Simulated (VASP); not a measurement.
# BiMo (rocksalt type) (Fm-3m) in VASP: further runs

BiMo (rocksalt type) is run at these levels: PBEsol; tasks: single point.

All numbers are computed with VASP 6.6.1; they aren't measurements. Logs are shortened: lines on timing, memory, paths and dates and some standing lists are left out, and cuts for length are marked.

## (1) The cell of the first run

Symmetry: Fm-3m, No. 225, cubic system. Conventional cell: a = 4.452 Å, b = 4.452 Å, c = 4.452 Å, α = 90.00°, β = 90.00°, γ = 90.00°. Within 2.9 Å of Mo (site symmetry m-3m) lie 6 Bi at 2.23 Å. Within 2.9 Å of Bi (site symmetry m-3m) lie 6 Mo at 2.23 Å.

## (2) Single point, PBEsol

The input, INCAR:

```
SYSTEM = BiMo
PREC = Accurate ; ENCUT = 520
EDIFF = 1E-7 ; ISMEAR = -1
SIGMA = 0.1 ; LREAL = .False.
LASPH = .True. ; NELM = 60
ALGO = Normal ; ISIF = 2
LWAVE = .False. ; LCHARG = .True.
GGA = PS ; LELF = .True.
LVHAR = .True. ; NBANDS = 22
```

The input, KPOINTS:

```
Automatic mesh
0
Gamma
  14 14 14
  0 0 0
```

The input, POSCAR:

```
BiMo
1.0
    0.0000000000      2.2258745076      2.2258745076
    2.2258745076      0.0000000000      2.2258745076
    2.2258745076      2.2258745076      0.0000000000
Mo Bi
1 1
Direct
    0.0000000000      0.0000000000      0.0000000000
    0.5000000000      0.5000000000      0.5000000000
```

Potentials or basis: VASP PAW PBE potentials, release 64 (Mo_sv, Bi_d).

The run is started by

```bash
$ cat potpaw_PBE.64/Mo_sv/POTCAR potpaw_PBE.64/Bi_d/POTCAR > POTCAR
$ mpirun -np 1 vasp_std > vasp.out
```

OUTCAR:

```text
SYSTEM = BiMo
   PREC = Accurate
   ENCUT = 520
   EDIFF = 1E-7
   ISMEAR = -1
   LREAL = .False.
   LASPH = .True.
   NELM = 60
   ISIF = 2
   GGA = PS

 ion  position               nearest neighbor table
   1  0.000  0.000  0.000-   2 2.23   2 2.23   2 2.23   2 2.23   2 2.23   2 2.23
   2  0.500  0.500  0.500-   1 2.23   1 2.23   1 2.23   1 2.23   1 2.23   1 2.23

  LATTYP: Found a face centered cubic cell.
 ALAT       =     4.4517490152

  Lattice vectors:

 A1 = (   0.0000000000,   2.2258745076,   2.2258745076)
 A2 = (   2.2258745076,   0.0000000000,   2.2258745076)
 A3 = (   2.2258745076,   2.2258745076,   0.0000000000)

Analysis of symmetry for initial positions (statically):
=====================================================================
 Subroutine PRICEL returns:
 Original cell was already a primitive cell.

 Routine SETGRP: Setting up the symmetry group for a
 face centered cubic supercell.

 Subroutine GETGRP returns: Found 48 space group operations
 (whereof 48 operations were pure point group operations)
 out of a pool of 48 trial point group operations.

The static configuration has the point symmetry O_h .

Analysis of symmetry for dynamics (positions and initial velocities):
=====================================================================
 Subroutine PRICEL returns:
 Original cell was already a primitive cell.

 Routine SETGRP: Setting up the symmetry group for a
 face centered cubic supercell.

 Subroutine GETGRP returns: Found 48 space group operations
 (whereof 48 operations were pure point group operations)
 out of a pool of 48 trial point group operations.

The dynamic configuration has the point symmetry O_h .

 Subroutine INISYM returns: Found 48 space group operations
 (whereof 48 operations are pure point group operations),
 and found     1 'primitive' translations

----------------------------------------------------------------------------------------

                                     Primitive cell

  volume of cell :      22.0563

  direct lattice vectors                    reciprocal lattice vectors
     0.000000000  2.225874508  2.225874508    -0.224630813  0.224630813  0.224630813
     2.225874508  0.000000000  2.225874508     0.224630813 -0.224630813  0.224630813
     2.225874508  2.225874508  0.000000000     0.224630813  0.224630813 -0.224630813

  length of vectors
     3.147861917  3.147861917  3.147861917     0.389071981  0.389071981  0.389071981

  position of ions in fractional coordinates (direct lattice)
     0.000000000  0.000000000  0.000000000
     0.500000000  0.500000000  0.500000000

  ion indices of the primitive-cell ions
   primitive index   ion index
                 1           1
                 2           2

----------------------------------------------------------------------------------------

 KPOINTS: Automatic mesh

Automatic generation of k-mesh.
 Grid dimensions read from file:
 generate k-points for:   14   14   14

 Generating k-lattice:

  Cartesian coordinates                     Fractional coordinates (reciprocal lattice)
    -0.016045058  0.016045058  0.016045058     0.071428571  0.000000000  0.000000000
     0.016045058 -0.016045058  0.016045058     0.000000000  0.071428571  0.000000000
     0.016045058  0.016045058 -0.016045058     0.000000000  0.000000000  0.071428571

  Length of vectors
     0.027790856  0.027790856  0.027790856

  Shift w.r.t. Gamma in fractional coordinates (k-lattice)
     0.000000000  0.000000000  0.000000000

 Subroutine IBZKPT returns following result:
 ===========================================

 Found    104 irreducible k-points:

 Following reciprocal coordinates:
            Coordinates               Weight
  0.000000  0.000000  0.000000      1.000000
  0.071429  0.000000  0.000000      8.000000
  0.142857  0.000000  0.000000      8.000000
  0.214286  0.000000  0.000000      8.000000
  0.285714  0.000000  0.000000      8.000000
  0.357143  0.000000  0.000000      8.000000
[... 16 lines left out ...]
  0.214286  0.142857  0.000000     24.000000
  0.285714  0.142857  0.000000     24.000000
 [... further k-points ...]
   k-points           NKPTS =    104   k-points in BZ     NKDIM =    104   number of bands    NBANDS=     22
   number of dos      NEDOS =    301   number of ions     NIONS =      2
   total plane-waves  NPLWV =  13824
   dimension x,y,z NGX =    24 NGY =   24 NGZ =   24
   dimension x,y,z NGXF=    48 NGYF=   48 NGZF=   48
   ions per type =               1   1
   NGX,Y,Z   is equivalent  to a cutoff of  12.67, 12.67, 12.67 a.u.
   NGXF,Y,Z  is equivalent  to a cutoff of  25.35, 25.35, 25.35 a.u.
 SYSTEM =  BiMo
   PREC   = accura    normal or accurate (medium, high low for compatibility)
   ISTART =      0    job   : 0-new  1-cont  2-samecut
   ICHARG =      2    charge: 1-file 2-atom 10-const
   ISPIN  =      1    spin polarized calculation?
   LNONCOLLINEAR =      F non collinear calculations
   LSORBIT =      F    spin-orbit coupling
   LASPH  =      T    aspherical Exc in radial PAW
   ENCUT  =  520.0 eV  38.22 Ry    6.18 a.u.   5.85  5.85  5.85*2*pi/ulx,y,z
   NELM   =     60;   NELMIN=  2; NELMDL= -5     # of ELM steps
   EDIFF  = 0.1E-06   stopping-criterion for ELM
   LREAL  =      F    real-space projection
   EDIFFG = 0.1E-05   stopping-criterion for IOM
   NSW    =      0    number of steps for IOM
   IBRION =     -1    ionic relax: 0-MD 1-quasi-New 2-CG
   NFREE  =      0    steps in history (QN), initial steepest desc. (CG)
   ISIF   =      2    stress and relaxation
   ISYM   =      2    0-nonsym 1-usesym 2-fastsym
   POTIM  = 0.5000    time-step for ionic-motion
   TEBEG  =    0.0;   TEEND  =   0.0 temperature during run
   PSTRESS=    0.0 pullay stress
   NELECT =      29.0000    total number of electrons
   NUPDOWN=      -1.0000    fix difference up-down
   EMIN   =  10.00;   EMAX   =-10.00  energy-range for DOS
   EFERMI =   0.00;   METHOD = LEGACY
   ISMEAR =    -1;   SIGMA  =   0.10  broadening in eV -4-tet -1-fermi 0-gaus
   EFERMI_NEDOS =   21; number of points for ismear=-14 and -15
   IALGO  =     38    algorithm
   IMIX   =      4    mixing-type and parameters
     AMIX     =   0.40;   BMIX     =  1.00
     AMIX_MAG =   1.60;   BMIX_MAG =  1.00
  volume/ion in A,a.u.               =      11.03        74.42
  Fermi-wavevector in a.u.,A,eV,Ry     =   1.793481  3.389188 43.764156  3.216575
  Thomas-Fermi vector in A             =   2.855632
   LORBIT       =      0    0 simple, 1 ext, 2 COOP (PROOUT), +10 PAW based schemes
   GGA     = PS    functional components
   LHFCALC =     F    Hartree Fock is set to
   AEXX    =    0.0000 exact exchange contribution
   IVDW    =     0    specifies the selected vdW correction
   LEPSILON=     F    determine dielectric tensor
   LRPA    =     F    only Hartree local field effects (RPA)
 non-spin polarized calculation
  energy-cutoff  :      520.00
  volume of cell :       22.06
 maximum number of plane-waves:       609
   NGX = 11   NGY = 11   NGZ = 11

 number of electron      29.0000010 magnetization

 Free energy of the ion-electron system (eV)
  ---------------------------------------------------
  ext. energy  EPLUGINS =         0.00000000
  ---------------------------------------------------
  free energy    TOTEN  =         1.15848072 eV

  energy without entropy =        1.20998833  energy(sigma->0) =        1.18423453

 E-fermi :  23.2615     XC(G=0): -15.8753

 val. band max:       23.2308228915   @ k =  -0.3571   0.4286   0.0714
 cond. band min:      23.2701053065   @ k =  -0.2143   0.2857   0.0714
 fundamental gap:      0.0392824149
 Fermi energy:        23.2615141975

 k-point     1 :       0.0000    0.0000    0.0000
  band No.  band energies     occupation
      1     -37.3140      2.00000
      2     -11.7993      2.00000
      3     -11.7993      2.00000
      4     -11.7993      2.00000
      5      -2.6189      2.00000
      6      -2.6189      2.00000
[... 14 lines left out ...]
     21      40.5678      0.00000
     22      40.5678      0.00000

 k-point     2 :       0.0714    0.0000    0.0000
  band No.  band energies     occupation
      1     -37.3070      2.00000
      2     -11.8642      2.00000
      3     -11.8368      2.00000
      4     -11.8368      2.00000
      5      -2.5360      2.00000
      6      -2.5360      2.00000
[... 14 lines left out ...]
     21      40.3079      0.00000
     22      40.3180      0.00000

 k-point     3 :       0.1429    0.0000    0.0000
  band No.  band energies     occupation
      1     -37.2874      2.00000
      2     -12.0418      2.00000
      3     -11.9394      2.00000
      4     -11.9394      2.00000
      5      -2.3047      2.00000
      6      -2.3047      2.00000
[... 14 lines left out ...]
     21      39.4487      0.00000
     22      39.4487      0.00000

 k-point     4 :       0.2143    0.0000    0.0000
  band No.  band energies     occupation
      1     -37.2590      2.00000
      2     -12.2888      2.00000
      3     -12.0814      2.00000
      4     -12.0814      2.00000
      5      -1.9819      2.00000
      6      -1.9819      2.00000
[... 14 lines left out ...]
     21      38.1339      0.00000
     22      38.1339      0.00000

 k-point     5 :       0.2857    0.0000    0.0000
  band No.  band energies     occupation
      1     -37.2274      2.00000
      2     -12.5508      2.00000
      3     -12.2313      2.00000
      4     -12.2313      2.00000
      5      -1.8503      2.00000
      6      -1.8105      2.00000
[... 417 lines left out ...]
 k-point    22 :       0.1429    0.1429    0.0000
  band No.  band energies     occupation
      1     -37.2810      2.00000
      2     -12.2559      2.00000
      3     -11.8696      2.00000
      4     -11.8696      2.00000
      5      -2.5600      2.00000
      6      -2.2110      2.00000
[... 14 lines left out ...]
     21      39.5108      0.00000
     22      39.5108      0.00000

 k-point    23 :       0.2143    0.1429    0.0000
  band No.  band energies     occupation
      1     -37.2624      2.00000
      2     -12.4263      2.00000
      3     -11.9445      2.00000
      4     -11.9316      2.00000
      5      -2.4543      2.00000
      6      -2.2173      2.00000
[... 14 lines left out ...]
     21      38.7592      0.00000
     22      38.9682      0.00000

 k-point    24 :       0.2857    0.1429    0.0000
  band No.  band energies     occupation
      1     -37.2378      2.00000
      2     -12.5827      2.00000
      3     -12.0881      2.00000
      4     -12.0429      2.00000
      5      -2.2117      2.00000
      6      -2.1645      2.00000
[... 14 lines left out ...]
     21      37.7080      0.00000
     22      38.2561      0.00000

 [... further k-points ...]

------------------------ aborting loop because EDIFF is reached ----------------------------------------

  FORCE on cell =-STRESS in cart. coord.  units (eV):
  Direction    XX          YY          ZZ          XY          YZ          ZX
  --------------------------------------------------------------------------------------
  -------------------------------------------------------------------------------------
  Total       55.6519914     55.6519914     55.6519914     -0.0000000     -0.0000000      0.0000000
  in kB     4042.5860114   4042.5860114   4042.5860114     -0.0000000     -0.0000000      0.0000000
  external PRESSURE =    4042.5860114 kB  Pullay stress =       0.0000000 kB

 VOLUME and BASIS-vectors are now :
 -----------------------------------------------------------------------------
  energy-cutoff  :      520.00
  volume of cell :       22.06
      direct lattice vectors                 reciprocal lattice vectors
     0.000000000  2.225874508  2.225874508    -0.224630813  0.224630813  0.224630813
     2.225874508  0.000000000  2.225874508     0.224630813 -0.224630813  0.224630813
     2.225874508  2.225874508  0.000000000     0.224630813  0.224630813 -0.224630813

 POSITION                                       TOTAL-FORCE (eV/Angst)
 -----------------------------------------------------------------------------------
      0.00000      0.00000      0.00000        -0.000000      0.000000     -0.000000
      2.22587      2.22587      2.22587         0.000000     -0.000000      0.000000
 -----------------------------------------------------------------------------------
    total drift:                                0.000000     -0.000000     -0.000000

  FREE ENERGIE OF THE ION-ELECTRON SYSTEM (eV)
  ---------------------------------------------------
  free  energy   TOTEN  =         1.1584807238 eV

  energy  without entropy=        1.2099883288  energy(sigma->0) =        1.18423453
```

Wall time 61 s (1 thread of Intel Xeon 8259CL, shared host); peak memory 0.17 GiB.

What came out:

| Quantity | Value |
| --- | --- |
| Free energy | 1.1585 eV |
| Pressure | 404.3 GPa |
| Band gap on the k mesh | zero (an odd number of electrons rules out a gap without spin polarisation) |

Caveat: the cell stands under pressure; the PAW data sets were made with another functional, which shifts forces and pressure a little; spin-orbit coupling is left out, which moves the levels of the heavy elements.

## (3) Single point, PBEsol

The input, INCAR:

```
ALGO = Normal ; EDIFF = 1E-6
ENCUT = 520 ; GGA = PS
ISIF = 2 ; ISMEAR = -1
LASPH = True ; LCHARG = False
LREAL = False ; LWAVE = False
NBANDS = 22 ; NELM = 100
PREC = Accurate ; SIGMA = 0.1
```

The input, KPOINTS:

```
k-points
0
Gamma
  14 14 14
```

The input, POSCAR:

```
BiMo
1.0
    0.0000000000      2.2256396561      2.2256396561
    2.2256396561      0.0000000000      2.2256396561
    2.2256396561      2.2256396561      0.0000000000
Mo Bi
1 1
Direct
    0.0000000000      0.0000000000      0.0000000000
    0.5000000000      0.5000000000      0.5000000000
```

Potentials or basis: VASP PAW PBE potentials, release 64 (Mo_sv, Bi_d).

The run is started by

```bash
$ cat potpaw_PBE.64/Mo_sv/POTCAR potpaw_PBE.64/Bi_d/POTCAR > POTCAR
$ mpirun -np 1 vasp_std > vasp.out
```

It took 57 s on 1 thread of Intel Xeon 8259CL, shared host; peak memory 0.18 GiB.

It converged, with:

```yaml
Free_energy: 1.1761 eV
Pressure: 404.7 GPa
Band_gap_on_the_k_mesh: zero (an odd number of electrons rules out a gap without spin polarisation)
```

Levels at points of the mesh, in eV from the Fermi level:
| k point | band 13 | band 14 | band 15 | band 16 | band 17 | band 18 |
| --- | --- | --- | --- | --- | --- | --- |
| (0.00, 0.00, 0.00) | -2.53 | 0.42 | 0.42 | 3.15 | 5.10 | 5.10 |
| (0.50, 0.00, 0.00) | -6.82 | -1.12 | -1.12 | 2.03 | 5.69 | 11.35 |
| (0.50, 0.50, 0.00) | -0.06 | -0.06 | 0.72 | 0.72 | 1.63 | 6.71 |

Caveat: the cell stands under pressure; the PAW data sets were made with another functional, which shifts forces and pressure a little; spin-orbit coupling is left out, which moves the levels of the heavy elements.
